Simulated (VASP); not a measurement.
A run of VASP 6.6.1:

INCAR

```
SYSTEM = Be
ALGO = Normal
EDIFF = 1E-6
ENCUT = 520
GGA = PE
ISIF = 2
ISMEAR = -1
LASPH = .TRUE.
LCHARG = .TRUE.
LELF = .TRUE.
LREAL = .FALSE.
LVHAR = .TRUE.
LWAVE = .FALSE.
NBANDS = 9
NELM = 60
PREC = Accurate
SIGMA = 0.1
```

Contents of KPOINTS:

```
k-points
0
G
  26 26 15
  0 0 0
```

Contents of POSCAR:

```
Be
1.0
    2.2656737714      0.0000000000      0.0000000000
   -1.1328368857      1.9621310427      0.0000000000
    0.0000000000      0.0000000000      3.5587036811
Be
2
Direct
    0.3333333333      0.6666666667      0.2500000000
    0.6666666667      0.3333333333      0.7500000000
```

Potentials or basis: VASP PAW PBE potentials, release 64 (Be).

The run is started by

```sh
$ cat potpaw_PBE.64/Be/POTCAR > POTCAR
$ mpirun -np 1 vasp_std > vasp.out
```

Hardware: 1 thread of Intel(R) Xeon(R) Platinum 8488C (Sapphire Rapids), with other jobs on the host.

**Question.** How long does it take, and how much memory?

**Answer.** Run time: 64 s on 1 thread of Intel(R) Xeon(R) Platinum 8488C (Sapphire Rapids), with other jobs on the host, peak memory 0.17 GiB. Counts: scf iterations 10, k points 560.
